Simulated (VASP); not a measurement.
# Pt (Fm-3m) in VASP: further runs

The runs below take Pt through single point, relaxation of cell and atoms, with PBEsol.

Everything below comes from runs of VASP 6.6.1. Logs are shortened: lines on timing, memory, paths and dates and some standing lists are left out, and cuts for length are marked.

### 1 The cell of the first run

Symmetry: Fm-3m, No. 225, cubic system. The conventional cell has a = 3.943 Å, b = 3.943 Å, c = 3.943 Å, α = 90.00°, β = 90.00°, γ = 90.00°. Pt (site symmetry m-3m) has 12 Pt at 2.79 Å within 3.7 Å.

### 2 Single point, PBEsol

Input file INCAR:

```
PREC = Accurate
ENCUT = 520
EDIFF = 1E-7
ISMEAR = 0
SIGMA = 0.1
LREAL = F
LASPH = T
NELM = 100
ALGO = Normal
ISIF = 2
LWAVE = F
LCHARG = F
GGA = PS
NBANDS = 11
```

Input file KPOINTS:

```
regular mesh
0
Gamma
  8 8 8
```

Input file POSCAR:

```
Pt
1.0
    0.0000000000      1.9715751800      1.9715751800
    1.9715751800      0.0000000000      1.9715751800
    1.9715751800      1.9715751800      0.0000000000
Pt
1
Direct
    0.0000000000      0.0000000000      0.0000000000
```

Potentials or basis: VASP PAW PBE potentials, release 64 (Pt).

Command:

```bash
$ cat potpaw_PBE.64/Pt/POTCAR > POTCAR
$ mpirun -np 1 vasp_std > vasp.out
```

OUTCAR:

```text
PREC = Accurate
   ENCUT = 520
   EDIFF = 1E-7
   ISMEAR = 0
   LREAL = F
   LASPH = T
   NELM = 100
   ISIF = 2
   GGA = PS

 ion  position               nearest neighbor table
   1  0.000  0.000  0.000-

  LATTYP: Found a face centered cubic cell.
 ALAT       =     3.9431503600

  Lattice vectors:

 A1 = (   0.0000000000,   1.9715751800,   1.9715751800)
 A2 = (   1.9715751800,   0.0000000000,   1.9715751800)
 A3 = (   1.9715751800,   1.9715751800,   0.0000000000)

Analysis of symmetry for initial positions (statically):
=====================================================================
 Subroutine PRICEL returns:
 Original cell was already a primitive cell.

 Routine SETGRP: Setting up the symmetry group for a
 face centered cubic supercell.

 Subroutine GETGRP returns: Found 48 space group operations
 (whereof 48 operations were pure point group operations)
 out of a pool of 48 trial point group operations.

The static configuration has the point symmetry O_h .

Analysis of symmetry for dynamics (positions and initial velocities):
=====================================================================
 Subroutine PRICEL returns:
 Original cell was already a primitive cell.

 Routine SETGRP: Setting up the symmetry group for a
 face centered cubic supercell.

 Subroutine GETGRP returns: Found 48 space group operations
 (whereof 48 operations were pure point group operations)
 out of a pool of 48 trial point group operations.

The dynamic configuration has the point symmetry O_h .

 Subroutine INISYM returns: Found 48 space group operations
 (whereof 48 operations are pure point group operations),
 and found     1 'primitive' translations

----------------------------------------------------------------------------------------

                                     Primitive cell

  volume of cell :      15.3275

  direct lattice vectors                    reciprocal lattice vectors
     0.000000000  1.971575180  1.971575180    -0.253604329  0.253604329  0.253604329
     1.971575180  0.000000000  1.971575180     0.253604329 -0.253604329  0.253604329
     1.971575180  1.971575180  0.000000000     0.253604329  0.253604329 -0.253604329

  length of vectors
     2.788228359  2.788228359  2.788228359     0.439255582  0.439255582  0.439255582

  position of ions in fractional coordinates (direct lattice)
     0.000000000  0.000000000  0.000000000

  ion indices of the primitive-cell ions
   primitive index   ion index
                 1           1

----------------------------------------------------------------------------------------

 KPOINTS: regular mesh

Automatic generation of k-mesh.
 Grid dimensions read from file:
 generate k-points for:    8    8    8

 Generating k-lattice:

  Cartesian coordinates                     Fractional coordinates (reciprocal lattice)
    -0.031700541  0.031700541  0.031700541     0.125000000  0.000000000  0.000000000
     0.031700541 -0.031700541  0.031700541     0.000000000  0.125000000  0.000000000
     0.031700541  0.031700541 -0.031700541     0.000000000  0.000000000  0.125000000

  Length of vectors
     0.054906948  0.054906948  0.054906948

  Shift w.r.t. Gamma in fractional coordinates (k-lattice)
     0.000000000  0.000000000  0.000000000

 Subroutine IBZKPT returns following result:
 ===========================================

 Found     29 irreducible k-points:

 Following reciprocal coordinates:
            Coordinates               Weight
  0.000000  0.000000  0.000000      1.000000
  0.125000  0.000000  0.000000      8.000000
  0.250000  0.000000  0.000000      8.000000
  0.375000  0.000000  0.000000      8.000000
  0.500000  0.000000  0.000000      4.000000
  0.125000  0.125000  0.000000      6.000000
[... 16 lines left out ...]
  0.500000  0.250000  0.125000     48.000000
 -0.375000  0.250000  0.125000     24.000000
 [... further k-points ...]
   k-points           NKPTS =     29   k-points in BZ     NKDIM =     29   number of bands    NBANDS=     11
   number of dos      NEDOS =    301   number of ions     NIONS =      1
   total plane-waves  NPLWV =  13824
   dimension x,y,z NGX =    24 NGY =   24 NGZ =   24
   dimension x,y,z NGXF=    48 NGYF=   48 NGZF=   48
   ions per type =               1
   NGX,Y,Z   is equivalent  to a cutoff of  14.31, 14.31, 14.31 a.u.
   NGXF,Y,Z  is equivalent  to a cutoff of  28.62, 28.62, 28.62 a.u.
 SYSTEM =  unknown system
   PREC   = accura    normal or accurate (medium, high low for compatibility)
   ISTART =      0    job   : 0-new  1-cont  2-samecut
   ICHARG =      2    charge: 1-file 2-atom 10-const
   ISPIN  =      1    spin polarized calculation?
   LNONCOLLINEAR =      F non collinear calculations
   LSORBIT =      F    spin-orbit coupling
   LASPH  =      T    aspherical Exc in radial PAW
   ENCUT  =  520.0 eV  38.22 Ry    6.18 a.u.   5.18  5.18  5.18*2*pi/ulx,y,z
   NELM   =    100;   NELMIN=  2; NELMDL= -5     # of ELM steps
   EDIFF  = 0.1E-06   stopping-criterion for ELM
   LREAL  =      F    real-space projection
   EDIFFG = 0.1E-05   stopping-criterion for IOM
   NSW    =      0    number of steps for IOM
   IBRION =     -1    ionic relax: 0-MD 1-quasi-New 2-CG
   NFREE  =      0    steps in history (QN), initial steepest desc. (CG)
   ISIF   =      2    stress and relaxation
   ISYM   =      2    0-nonsym 1-usesym 2-fastsym
   POTIM  = 0.5000    time-step for ionic-motion
   TEBEG  =    0.0;   TEEND  =   0.0 temperature during run
   PSTRESS=    0.0 pullay stress
   NELECT =      10.0000    total number of electrons
   NUPDOWN=      -1.0000    fix difference up-down
   EMIN   =  10.00;   EMAX   =-10.00  energy-range for DOS
   EFERMI =   0.00;   METHOD = LEGACY
   ISMEAR =     0;   SIGMA  =   0.10  broadening in eV -4-tet -1-fermi 0-gaus
   EFERMI_NEDOS =   21; number of points for ismear=-14 and -15
   IALGO  =     38    algorithm
   IMIX   =      4    mixing-type and parameters
     AMIX     =   0.40;   BMIX     =  1.00
     AMIX_MAG =   1.60;   BMIX_MAG =  1.00
  volume/ion in A,a.u.               =      15.33       103.43
  Fermi-wavevector in a.u.,A,eV,Ry     =   1.419880  2.683183 27.430132  2.016058
  Thomas-Fermi vector in A             =   2.540854
   LORBIT       =      0    0 simple, 1 ext, 2 COOP (PROOUT), +10 PAW based schemes
   GGA     = PS    functional components
   LHFCALC =     F    Hartree Fock is set to
   AEXX    =    0.0000 exact exchange contribution
   IVDW    =     0    specifies the selected vdW correction
   LEPSILON=     F    determine dielectric tensor
   LRPA    =     F    only Hartree local field effects (RPA)
 non-spin polarized calculation
 Gauss-broadening in eV      SIGMA  =   0.10
  energy-cutoff  :      520.00
  volume of cell :       15.33
 maximum number of plane-waves:       428
 NGX is ok and might be reduce to    24
   NGX = 11   NGY = 11   NGZ = 11

 number of electron      10.0000001 magnetization

 Free energy of the ion-electron system (eV)
  ---------------------------------------------------
  ext. energy  EPLUGINS =         0.00000000
  ---------------------------------------------------
  free energy    TOTEN  =        -6.95009336 eV

  energy without entropy =       -6.94094242  energy(sigma->0) =       -6.94551789

 E-fermi :  10.7177     XC(G=0): -13.5383

 val. band max:       10.5796705134   @ k =  -0.3750   0.3750   0.0000
 cond. band min:      10.7212860177   @ k =  -0.2500   0.1250   0.0000
 fundamental gap:      0.1416155043
 Fermi energy:        10.7176643934

 k-point     1 :       0.0000    0.0000    0.0000
  band No.  band energies     occupation
      1       0.6737      2.00000
      2       7.0526      2.00000
      3       7.0526      2.00000
      4       7.0526      2.00000
      5       9.1679      2.00000
      6       9.1679      2.00000
      7      25.4603      0.00000
      8      30.3227      0.00000
      9      30.3227      0.00000
     10      30.3227      0.00000
     11      35.5712      0.00000

 k-point     2 :       0.1250    0.0000    0.0000
  band No.  band energies     occupation
      1       1.2752      2.00000
      2       6.8164      2.00000
      3       7.2672      2.00000
      4       7.2672      2.00000
      5       9.0702      2.00000
      6       9.0702      2.00000
      7      26.3234      0.00000
      8      27.8498      0.00000
      9      31.2338      0.00000
     10      31.2338      0.00000
     11      36.7548      0.00000

 k-point     3 :       0.2500    0.0000    0.0000
  band No.  band energies     occupation
      1       2.6987      2.00000
      2       6.7067      2.00000
      3       7.4213      2.00000
      4       7.4213      2.00000
      5       9.3393      2.00000
      6       9.3393      2.00000
      7      23.9477      0.00000
      8      27.1182      0.00000
      9      33.2091      0.00000
     10      33.2091      0.00000
     11      34.1335      0.00000

 k-point     4 :       0.3750    0.0000    0.0000
  band No.  band energies     occupation
      1       3.5151      2.00000
      2       7.1513      2.00000
      3       7.1513      2.00000
      4       8.3124      2.00000
      5      10.2710      2.00000
      6      10.2710      2.00000
      7      19.3883      0.00000
      8      25.6845      0.00000
      9      30.9930      0.00000
     10      30.9930      0.00000
     11      37.0167      0.00000

 k-point     5 :       0.5000    0.0000    0.0000
  band No.  band energies     occupation
      1       3.5722      2.00000
      2       6.9977      2.00000
      3       6.9977      2.00000
      4      10.3061      2.00000
      5      10.7906      0.30243
      6      10.7906      0.30243
      7      16.4408      0.00000
      8      25.0087      0.00000
      9      29.6118      0.00000
     10      29.6118      0.00000
     11      38.8711      0.00000
[... 211 lines left out ...]
 k-point    21 :       0.5000    0.5000    0.0000
  band No.  band energies     occupation
      1       3.8415      2.00000
      2       4.2877      2.00000
      3      10.7643      0.50918
      4      11.2252      0.00000
      5      11.2252      0.00000
      6      12.5267      0.00000
      7      19.4211      0.00000
      8      22.0678      0.00000
      9      22.0678      0.00000
     10      30.6750      0.00000
     11      33.9156      0.00000

 k-point    22 :       0.3750    0.2500    0.1250
  band No.  band energies     occupation
      1       3.9654      2.00000
      2       5.7651      2.00000
      3       7.0455      2.00000
      4       8.6746      2.00000
      5       8.7655      2.00000
      6      10.7703      0.45703
      7      24.1342      0.00000
      8      26.3170      0.00000
      9      28.6144      0.00000
     10      30.9241      0.00000
     11      34.7361      0.00000

 k-point    23 :       0.5000    0.2500    0.1250
  band No.  band energies     occupation
      1       4.8017      2.00000
      2       6.2542      2.00000
      3       6.5292      2.00000
      4       8.3939      2.00000
      5      10.0320      2.00000
      6      12.6335      0.00000
      7      19.8883      0.00000
      8      24.9863      0.00000
      9      26.8825      0.00000
     10      31.0945      0.00000
     11      34.9302      0.00000

 k-point    24 :      -0.3750    0.2500    0.1250
  band No.  band energies     occupation
      1       4.8316      2.00000
      2       6.0587      2.00000
      3       7.3801      2.00000
      4       8.1376      2.00000
      5      10.5649      1.96930
      6      15.1166      0.00000
      7      16.1410      0.00000
      8      25.3017      0.00000
      9      25.7403      0.00000
     10      29.8227      0.00000
     11      36.7863      0.00000

 [... further k-points ...]

------------------------ aborting loop because EDIFF is reached ----------------------------------------

  FORCE on cell =-STRESS in cart. coord.  units (eV):
  Direction    XX          YY          ZZ          XY          YZ          ZX
  --------------------------------------------------------------------------------------
  -------------------------------------------------------------------------------------
  Total       -0.6020529     -0.6020529     -0.6020529      0.0000000      0.0000000      0.0000000
  in kB      -62.9325284    -62.9325284    -62.9325284      0.0000000      0.0000000      0.0000000
  external PRESSURE =     -62.9325284 kB  Pullay stress =       0.0000000 kB

 VOLUME and BASIS-vectors are now :
 -----------------------------------------------------------------------------
  energy-cutoff  :      520.00
  volume of cell :       15.33
      direct lattice vectors                 reciprocal lattice vectors
     0.000000000  1.971575180  1.971575180    -0.253604329  0.253604329  0.253604329
     1.971575180  0.000000000  1.971575180     0.253604329 -0.253604329  0.253604329
     1.971575180  1.971575180  0.000000000     0.253604329  0.253604329 -0.253604329

 POSITION                                       TOTAL-FORCE (eV/Angst)
 -----------------------------------------------------------------------------------
      0.00000      0.00000      0.00000         0.000000     -0.000000      0.000000
 -----------------------------------------------------------------------------------
    total drift:                                0.000000      0.000000     -0.000000

  FREE ENERGIE OF THE ION-ELECTRON SYSTEM (eV)
  ---------------------------------------------------
  free  energy   TOTEN  =        -6.9500933571 eV

  energy  without entropy=       -6.9409424214  energy(sigma->0) =       -6.94551789
```

It took 3 s on 1 thread of Intel Xeon 6975P-C (Granite Rapids), shared host; peak memory 0.14 GiB.

Results:

| Quantity | Value |
| --- | --- |
| Free energy | -6.9501 eV |
| Pressure | -6.3 GPa |
| Band gap on the k mesh | zero (bands 5 and 6 overlap by 2.16 eV) |

Caveat: the cell stands under tension; the PAW data sets were made with another functional, which shifts forces and pressure a little; spin-orbit coupling is left out, which moves the levels of the heavy elements.

### 3 Single point, PBEsol

This run uses another cell than the first one, of 15.03 Å³/atom.

Input file INCAR:

```
SYSTEM = Pt
ALGO = Normal
EDIFF = 1E-6
ENCUT = 520
GGA = PS
ISIF = 2
ISMEAR = 0
LASPH = .TRUE.
LCHARG = .FALSE.
LREAL = .FALSE.
LWAVE = .FALSE.
NBANDS = 11
NELM = 80
PREC = Accurate
SIGMA = 0.1
```

Input file KPOINTS:

```
k-points
0
G
  18 18 18
  0 0 0
```

Input file POSCAR:

```
Pt
1.0
    0.0000000000      1.9589238155      1.9589238155
    1.9589238155      0.0000000000      1.9589238155
    1.9589238155      1.9589238155      0.0000000000
Pt
1
Direct
    0.0000000000      0.0000000000      0.0000000000
```

Potentials or basis: VASP PAW PBE potentials, release 64 (Pt).

Command:

```bash
$ cat potpaw_PBE.64/Pt/POTCAR > POTCAR
$ mpirun -np 1 vasp_std > vasp.out
```

OUTCAR:

```text
SYSTEM = Pt
   EDIFF = 1E-6
   ENCUT = 520
   GGA = PS
   ISIF = 2
   ISMEAR = 0
   LASPH = .TRUE.
   LREAL = .FALSE.
   NELM = 80
   PREC = Accurate

 ion  position               nearest neighbor table
   1  0.000  0.000  0.000-

  LATTYP: Found a face centered cubic cell.
 ALAT       =     3.9178476310

  Lattice vectors:

 A1 = (   0.0000000000,   1.9589238155,   1.9589238155)
 A2 = (   1.9589238155,   0.0000000000,   1.9589238155)
 A3 = (   1.9589238155,   1.9589238155,   0.0000000000)

Analysis of symmetry for initial positions (statically):
=====================================================================
 Subroutine PRICEL returns:
 Original cell was already a primitive cell.

 Routine SETGRP: Setting up the symmetry group for a
 face centered cubic supercell.

 Subroutine GETGRP returns: Found 48 space group operations
 (whereof 48 operations were pure point group operations)
 out of a pool of 48 trial point group operations.

The static configuration has the point symmetry O_h .

[... 164 lines left out ...]
 Fermi energy:        11.1578211470

 k-point     1 :       0.0000    0.0000    0.0000
  band No.  band energies     occupation
      1       0.8251      2.00000
      2       7.3301      2.00000
      3       7.3301      2.00000
      4       7.3301      2.00000
      5       9.5195      2.00000
      6       9.5195      2.00000
      7      25.7722      0.00000
      8      30.7468      0.00000
      9      30.7468      0.00000
     10      30.7468      0.00000
     11      36.0570      0.00000
[... 309 lines left out ...]
 k-point    24 :      -0.2222    0.0556    0.0000
  band No.  band energies     occupation
      1       2.8808      2.00000
      2       6.8261      2.00000
      3       7.7270      2.00000
      4       7.7960      2.00000
      5       9.3179      2.00000
      6      10.0051      2.00000
      7      24.8151      0.00000
      8      27.6930      0.00000
      9      32.2162      0.00000
     10      33.6262      0.00000
     11      34.8844      0.00000

 [... further k-points ...]

------------------------ aborting loop because EDIFF is reached ----------------------------------------

  FORCE on cell =-STRESS in cart. coord.  units (eV):
  Direction    XX          YY          ZZ          XY          YZ          ZX
  --------------------------------------------------------------------------------------
  -------------------------------------------------------------------------------------
  Total       -0.0356201     -0.0356201     -0.0356201      0.0000000      0.0000000      0.0000000
  in kB       -3.7959780     -3.7959780     -3.7959780      0.0000000      0.0000000      0.0000000
  external PRESSURE =      -3.7959780 kB  Pullay stress =       0.0000000 kB

 VOLUME and BASIS-vectors are now :
 -----------------------------------------------------------------------------
  energy-cutoff  :      520.00
  volume of cell :       15.03
      direct lattice vectors                 reciprocal lattice vectors
     0.000000000  1.958923815  1.958923815    -0.255242188  0.255242188  0.255242188
     1.958923815  0.000000000  1.958923815     0.255242188 -0.255242188  0.255242188
     1.958923815  1.958923815  0.000000000     0.255242188  0.255242188 -0.255242188

 POSITION                                       TOTAL-FORCE (eV/Angst)
 -----------------------------------------------------------------------------------
      0.00000      0.00000      0.00000         0.000000      0.000000      0.000000
 -----------------------------------------------------------------------------------
    total drift:                               -0.000000      0.000000     -0.000000

  FREE ENERGIE OF THE ION-ELECTRON SYSTEM (eV)
  ---------------------------------------------------
  free  energy   TOTEN  =        -6.9654907986 eV

  energy  without entropy=       -6.9548515518  energy(sigma->0) =       -6.96017118
```

stdout:

```text
POSCAR found type information on POSCAR Pt
 POSCAR found :  1 types and       1 ions
 scaLAPACK will be used
 -----------------------------------------------------------------------------
|                                                                             |
|                                                                             |
|     You enforced a specific xc type in the INCAR file but a different       |
|     I HOPE YOU KNOW WHAT YOU ARE DOING!                                     |
|                                                                             |
 -----------------------------------------------------------------------------

 LDA part: xc-table for (Slater+PW92), standard interpolation
 POSCAR, INCAR and KPOINTS ok, starting setup
 FFT: planning ... GRIDC
 FFT: planning ... GRID_SOFT
 FFT: planning ... GRID
 WAVECAR not read
 entering main loop
```

Run time: 11 s. Hardware: 1 thread of Intel Xeon 6975P-C (Granite Rapids), shared host; peak memory 0.17 GiB.

Results:

```
Free energy            : -6.9655 eV
Pressure               : -0.4 GPa
Band gap on the k mesh : zero (bands 5 and 6 overlap by 2.24 eV)
```

Levels at points of the mesh, in eV from the Fermi level:
| k point | band 2 | band 3 | band 4 | band 5 | band 6 | band 7 | band 8 | band 9 |
| --- | --- | --- | --- | --- | --- | --- | --- | --- |
| (0.00, 0.00, 0.00) | -3.83 | -3.83 | -3.83 | -1.64 | -1.64 | 14.61 | 19.59 | 19.59 |
| (0.50, 0.00, 0.00) | -3.89 | -3.89 | -0.56 | 0.04 | 0.04 | 5.82 | 14.17 | 18.96 |
| (0.50, 0.50, 0.00) | -6.68 | 0.02 | 0.49 | 0.49 | 1.70 | 8.86 | 11.34 | 11.34 |

Caveat: the PAW data sets were made with another functional, which shifts forces and pressure a little; spin-orbit coupling is left out, which moves the levels of the heavy elements.

(Part 1 of 2 ends here.)
